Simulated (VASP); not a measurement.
# SnSe (I4/mmm) in VASP: notebook

The runs below take SnSe through single point, with PBEsol.

Program: VASP 6.6.1. These are calculated values, not measurements. Logs are shortened: lines on timing, memory, paths and dates and some standing lists are left out, and cuts for length are marked.

**1. The cell of the first run**

The structure is tetragonal, space group I4/mmm (No. 139). Conventional cell: a = 4.257 Å, b = 4.257 Å, c = 5.870 Å, α = 90.00°, β = 90.00°, γ = 90.00°. Sn (site symmetry 4/mmm) has 6 Se at 2.93 to 3.01 Å within 3.9 Å. Se (site symmetry 4/mmm) has 6 Sn at 2.93 to 3.01 Å within 3.9 Å.

**2. Single point, PBEsol**

Contents of INCAR:

```
  ALGO = Normal
  EDIFF = 1E-6
  ENCUT = 520
  GGA = PS
  ISIF = 2
  ISMEAR = -1
  LASPH = T
  LCHARG = F
  LREAL = F
  LWAVE = F
  NBANDS = 17
  NELM = 80
  PREC = Accurate
  SIGMA = 0.05
```

Contents of KPOINTS:

```
k-points
0
Gamma
  6 6 6
```

Contents of POSCAR:

```
SnSe
1.0
    0.0000000000      3.0100000000      2.9347500000
    3.0100000000      0.0000000000      2.9347500000
    3.0100000000      3.0100000000      0.0000000000
Sn Se
1 1
Direct
    0.0000000000      0.0000000000      0.0000000000
    0.5000000000      0.5000000000      0.5000000000
```

Potentials or basis: VASP PAW PBE potentials, release 64 (Sn_d, Se).

Run with:

```console
cat potpaw_PBE.64/Sn_d/POTCAR potpaw_PBE.64/Se/POTCAR > POTCAR
mpirun -np 1 vasp_std > vasp.out
```

OUTCAR:

```text
EDIFF = 1E-6
   ENCUT = 520
   GGA = PS
   ISIF = 2
   ISMEAR = -1
   LASPH = T
   LREAL = F
   NELM = 80
   PREC = Accurate

 ion  position               nearest neighbor table
   1  0.000  0.000  0.000-   2 2.93   2 2.93   2 3.01   2 3.01   2 3.01   2 3.01
   2  0.500  0.500  0.500-   1 2.93   1 2.93   1 3.01   1 3.01   1 3.01   1 3.01

  LATTYP: Found a body centered tetragonal cell.
 ALAT       =     4.2567828227
 C/A-ratio  =     1.3788582233

  Lattice vectors:

 A1 = (   0.0000000000,  -3.0100000000,  -2.9347500000)
 A2 = (   0.0000000000,   3.0100000000,  -2.9347500000)
 A3 = (   3.0100000000,   0.0000000000,   2.9347500000)

Analysis of symmetry for initial positions (statically):
=====================================================================
 Subroutine PRICEL returns:
 Original cell was already a primitive cell.

 Routine SETGRP: Setting up the symmetry group for a
 body centered tetragonal supercell.

 Subroutine GETGRP returns: Found 16 space group operations
 (whereof 16 operations were pure point group operations)
 out of a pool of 16 trial point group operations.

The static configuration has the point symmetry D_4h.

Analysis of symmetry for dynamics (positions and initial velocities):
=====================================================================
 Subroutine PRICEL returns:
 Original cell was already a primitive cell.

 Routine SETGRP: Setting up the symmetry group for a
 body centered tetragonal supercell.

 Subroutine GETGRP returns: Found 16 space group operations
 (whereof 16 operations were pure point group operations)
 out of a pool of 16 trial point group operations.

The dynamic configuration has the point symmetry D_4h.

 Subroutine INISYM returns: Found 16 space group operations
 (whereof 16 operations are pure point group operations),
 and found     1 'primitive' translations

----------------------------------------------------------------------------------------

                                     Primitive cell

  volume of cell :      53.1783

  direct lattice vectors                    reciprocal lattice vectors
     0.000000000  3.010000000  2.934750000    -0.166112957  0.166112957  0.170372263
     3.010000000  0.000000000  2.934750000     0.166112957 -0.166112957  0.170372263
[... 74 lines left out ...]
   NGXF,Y,Z  is equivalent  to a cutoff of  25.31, 25.31, 24.99 a.u.
 SYSTEM =  unknown system
   PREC   = accura    normal or accurate (medium, high low for compatibility)
   ISTART =      0    job   : 0-new  1-cont  2-samecut
   ICHARG =      2    charge: 1-file 2-atom 10-const
   ISPIN  =      1    spin polarized calculation?
   LNONCOLLINEAR =      F non collinear calculations
   LSORBIT =      F    spin-orbit coupling
   LASPH  =      T    aspherical Exc in radial PAW
   ENCUT  =  520.0 eV  38.22 Ry    6.18 a.u.   7.82  7.82  7.91*2*pi/ulx,y,z
   NELM   =     80;   NELMIN=  2; NELMDL= -5     # of ELM steps
   EDIFF  = 0.1E-05   stopping-criterion for ELM
   LREAL  =      F    real-space projection
   EDIFFG = 0.1E-04   stopping-criterion for IOM
   NSW    =      0    number of steps for IOM
   IBRION =     -1    ionic relax: 0-MD 1-quasi-New 2-CG
   NFREE  =      0    steps in history (QN), initial steepest desc. (CG)
   ISIF   =      2    stress and relaxation
   ISYM   =      2    0-nonsym 1-usesym 2-fastsym
   POTIM  = 0.5000    time-step for ionic-motion
   TEBEG  =    0.0;   TEEND  =   0.0 temperature during run
   PSTRESS=    0.0 pullay stress
   NELECT =      20.0000    total number of electrons
   NUPDOWN=      -1.0000    fix difference up-down
   EMIN   =  10.00;   EMAX   =-10.00  energy-range for DOS
   EFERMI =   0.00;   METHOD = LEGACY
   ISMEAR =    -1;   SIGMA  =   0.05  broadening in eV -4-tet -1-fermi 0-gaus
   EFERMI_NEDOS =   21; number of points for ismear=-14 and -15
   IALGO  =     38    algorithm
   IMIX   =      4    mixing-type and parameters
     AMIX     =   0.40;   BMIX     =  1.00
     AMIX_MAG =   1.60;   BMIX_MAG =  1.00
  volume/ion in A,a.u.               =      26.59       179.43
  Fermi-wavevector in a.u.,A,eV,Ry     =   1.181699  2.233087 18.999340  1.396412
  Thomas-Fermi vector in A             =   2.317967
   LORBIT       =      0    0 simple, 1 ext, 2 COOP (PROOUT), +10 PAW based schemes
   GGA     = PS    functional components
   LHFCALC =     F    Hartree Fock is set to
   AEXX    =    0.0000 exact exchange contribution
   IVDW    =     0    specifies the selected vdW correction
   LEPSILON=     F    determine dielectric tensor
   LRPA    =     F    only Hartree local field effects (RPA)
 non-spin polarized calculation
  energy-cutoff  :      520.00
  volume of cell :       53.18
 maximum number of plane-waves:      1440
   NGX = 15   NGY = 15   NGZ = 15

 number of electron      20.0000008 magnetization

 Free energy of the ion-electron system (eV)
  ---------------------------------------------------
  ext. energy  EPLUGINS =         0.00000000
  ---------------------------------------------------
  free energy    TOTEN  =        -8.99694286 eV

  energy without entropy =       -8.99692827  energy(sigma->0) =       -8.99693557

 E-fermi :   5.9986     XC(G=0):  -9.8953

 val. band max:        5.6111235876   @ k =   0.5000   0.0000   0.0000
 cond. band min:       6.3873498433   @ k =   0.5000   0.0000   0.0000
 fundamental gap:      0.7762262556
 Fermi energy:         5.9986402122

 k-point     1 :       0.0000    0.0000    0.0000
  band No.  band energies     occupation
      1     -15.7695      2.00000
      2     -15.7678      2.00000
      3     -15.7616      2.00000
      4     -15.7616      2.00000
      5     -15.7603      2.00000
      6      -8.3463      2.00000
[... 457 lines left out ...]
      4     -15.7527      2.00000
      5     -15.7429      2.00000
      6      -7.1591      2.00000
[... 9 lines left out ...]
     16      17.0190      0.00000
     17      17.1770      0.00000

 [... further k-points ...]
[... 5 lines left out ...]
  --------------------------------------------------------------------------------------
  -------------------------------------------------------------------------------------
  Total       -0.6709008     -0.6709008      0.4467804      0.0000000     -0.0000000      0.0000000
  in kB      -20.2131873    -20.2131873     13.4607901      0.0000000     -0.0000000      0.0000000
  external PRESSURE =      -8.9885282 kB  Pullay stress =       0.0000000 kB

 VOLUME and BASIS-vectors are now :
 -----------------------------------------------------------------------------
  energy-cutoff  :      520.00
  volume of cell :       53.18
      direct lattice vectors                 reciprocal lattice vectors
     0.000000000  3.010000000  2.934750000    -0.166112957  0.166112957  0.170372263
     3.010000000  0.000000000  2.934750000     0.166112957 -0.166112957  0.170372263
     3.010000000  3.010000000  0.000000000     0.166112957  0.166112957 -0.170372263

 POSITION                                       TOTAL-FORCE (eV/Angst)
 -----------------------------------------------------------------------------------
      0.00000      0.00000      0.00000         0.000000     -0.000000      0.000000
      3.01000      3.01000      2.93475        -0.000000      0.000000      0.000000
 -----------------------------------------------------------------------------------
    total drift:                                0.000000     -0.000000     -0.000000

  FREE ENERGIE OF THE ION-ELECTRON SYSTEM (eV)
  ---------------------------------------------------
  free  energy   TOTEN  =        -8.9969428632 eV

  energy  without entropy=       -8.9969282731  energy(sigma->0) =       -8.99693557
```

Run time: 58 s. Hardware: 1 thread of Intel Xeon 6975P-C, shared host; peak memory 0.16 GiB.

What came out:

```
Free energy            : -8.9969 eV
Pressure               : -0.9 GPa
Band gap on the k mesh : 0.78 eV, direct
```

Stress tensor (GPa, compression positive):
```
-2.02  0.00  0.00
 0.00 -2.02  0.00
 0.00  0.00  1.35
```

Levels at points of the mesh, in eV from the valence-band top:
```csv
k point,band 7,band 8,band 9,band 10,band 11,band 12,band 13,band 14
"(0.00, 0.00, 0.00)",-4.92,-2.33,-2.07,-2.07,4.29,4.29,4.92,5.82
"(0.50, 0.00, 0.00)",-8.11,-1.93,-1.88,0.00,0.78,1.24,1.39,8.29
"(0.50, 0.50, 0.00)",-6.00,-5.61,-3.70,-3.70,2.89,5.49,5.49,6.42
"(0.50, 0.00, 0.50)",-5.89,-5.56,-3.79,-3.50,2.98,5.30,5.94,6.08
```

Caveat: the PAW data sets were made with another functional, which shifts forces and pressure a little; spin-orbit coupling is left out, which moves the levels of the heavy elements. A k mesh can miss the band edges.

**3. Single point, PBEsol**

This run uses another cell than the first one, of 27.95 Å³/atom, 1.051 times its volume.

Contents of INCAR:

```
SYSTEM = SnSe
  PREC = Accurate
  ENCUT = 520
  EDIFF = 1E-6
  ISMEAR = -1
  SIGMA = 0.05
  LREAL = .FALSE.
  LASPH = .TRUE.
  NELM = 80
  ALGO = Normal
  ISIF = 2
  LWAVE = .FALSE.
  LCHARG = .FALSE.
  GGA = PS
  NBANDS = 17
```

Contents of KPOINTS:

```
regular mesh
0
G
  6 6 6
  0 0 0
```

Contents of POSCAR:

```
SnSe
1.0
    0.0000000000      3.0100000000      3.0852500000
    3.0100000000      0.0000000000      3.0852500000
    3.0100000000      3.0100000000      0.0000000000
Sn Se
1 1
Direct
    0.0000000000      0.0000000000      0.0000000000
    0.5000000000      0.5000000000      0.5000000000
```

Potentials or basis: VASP PAW PBE potentials, release 64 (Sn_d, Se).

Run with:

```console
cat potpaw_PBE.64/Sn_d/POTCAR potpaw_PBE.64/Se/POTCAR > POTCAR
mpirun -np 1 vasp_std > vasp.out
```

Run time: 57 s. Hardware: 1 thread of Intel Xeon 6975P-C, shared host; peak memory 0.16 GiB.

Results (log left out):

```yaml
Free_energy: -8.9623 eV
Pressure: -3.3 GPa
Band_gap_on_the_k_mesh: 0.55 eV, direct
```

Stress tensor (GPa, compression positive):
```
-2.48  0.00  0.00
 0.00 -2.48  0.00
 0.00  0.00 -4.84
```

Levels at points of the mesh, in eV from the valence-band top:
```csv
k point,band 7,band 8,band 9,band 10,band 11,band 12,band 13,band 14
"(0.00, 0.00, 0.00)",-5.11,-2.13,-2.13,-1.90,3.90,4.46,4.46,5.79
"(0.50, 0.00, 0.00)",-7.89,-1.83,-1.79,0.00,0.55,1.25,1.36,8.12
"(0.50, 0.50, 0.00)",-5.89,-5.23,-3.43,-3.43,3.13,5.34,5.34,5.63
"(0.50, 0.00, 0.50)",-5.99,-5.28,-3.62,-3.34,3.05,4.93,5.51,5.95
```

Caveat: the PAW data sets were made with another functional, which shifts forces and pressure a little; spin-orbit coupling is left out, which moves the levels of the heavy elements.

**4. Single point, PBEsol**

This run uses another cell than the first one, of 28.63 Å³/atom, 1.077 times its volume.

Contents of INCAR:

```
SYSTEM = SnSe
PREC = Accurate ; ENCUT = 520
EDIFF = 1E-6 ; ISMEAR = -1
SIGMA = 0.05 ; LREAL = .False.
LASPH = .True. ; NELM = 100
ALGO = Normal ; ISIF = 2
LWAVE = .False. ; LCHARG = .False.
GGA = PS ; NBANDS = 17
```

Contents of KPOINTS:

```
regular mesh
0
Gamma
  6 6 6
  0 0 0
```

Contents of POSCAR:

```
SnSe
1.0
    0.0000000000      3.0100000000      3.1605000000
    3.0100000000      0.0000000000      3.1605000000
    3.0100000000      3.0100000000      0.0000000000
Sn Se
1 1
Direct
    0.0000000000      0.0000000000      0.0000000000
    0.5000000000      0.5000000000      0.5000000000
```

Run with:

```console
cat potpaw_PBE.64/Sn_d/POTCAR potpaw_PBE.64/Se/POTCAR > POTCAR
mpirun -np 1 vasp_std > vasp.out
```

Run time: 58 s. Hardware: 1 thread of Intel Xeon 6975P-C, shared host; peak memory 0.16 GiB.

Results (log left out):

| Quantity | Value |
| --- | --- |
| Free energy | -8.9134 eV |
| Pressure | -4.0 GPa |
| Band gap on the k mesh | 0.49 eV, direct |

Stress tensor (GPa, compression positive):
```
-2.71  0.00  0.00
 0.00 -2.71  0.00
 0.00  0.00 -6.62
```

Levels at points of the mesh, in eV from the valence-band top:
| k point | band 8 | band 9 | band 10 | band 11 | band 12 | band 13 |
| --- | --- | --- | --- | --- | --- | --- |
| (0.00, 0.00, 0.00) | -2.14 | -2.14 | -1.71 | 3.50 | 4.54 | 4.54 |
| (0.50, 0.00, 0.00) | -1.81 | -1.72 | 0.00 | 0.49 | 1.22 | 1.42 |
| (0.50, 0.50, 0.00) | -5.04 | -3.31 | -3.31 | 3.24 | 5.27 | 5.29 |
| (0.50, 0.00, 0.50) | -5.16 | -3.66 | -3.13 | 3.10 | 4.51 | 5.60 |

Caveat: the PAW data sets were made with another functional, which shifts forces and pressure a little; spin-orbit coupling is left out, which moves the levels of the heavy elements.

**5. The runs side by side**

| cell | gap on the mesh (eV) | pressure (GPa) |
| --- | --- | --- |
| a = 4.204, b = 4.204, c = 4.257 Å, angles 59.6, 59.6, 60.8°, 2 atoms | 0.78 | -0.9 |
| a = 4.310, b = 4.310, c = 4.257 Å, angles 60.4, 60.4, 59.2°, 2 atoms | 0.55 | -3.3 |
| a = 4.364, b = 4.364, c = 4.257 Å, angles 60.8, 60.8, 58.4°, 2 atoms | 0.49 | -4.0 |

Alike in all rows: task single point; level PBEsol; potentials or basis VASP PAW PBE potentials, release 64 (Sn_d, Se); no spin polarisation; k mesh 6 × 6 × 6; cutoff (eV) 520; smearing fermi-dirac 0.05 eV.

Caveats: the PAW data sets were made with another functional, which shifts forces and pressure a little; spin-orbit coupling is left out, which moves the levels of the heavy elements.

Total energies depend on the potentials used, so only differences within one code and one set of settings carry meaning.
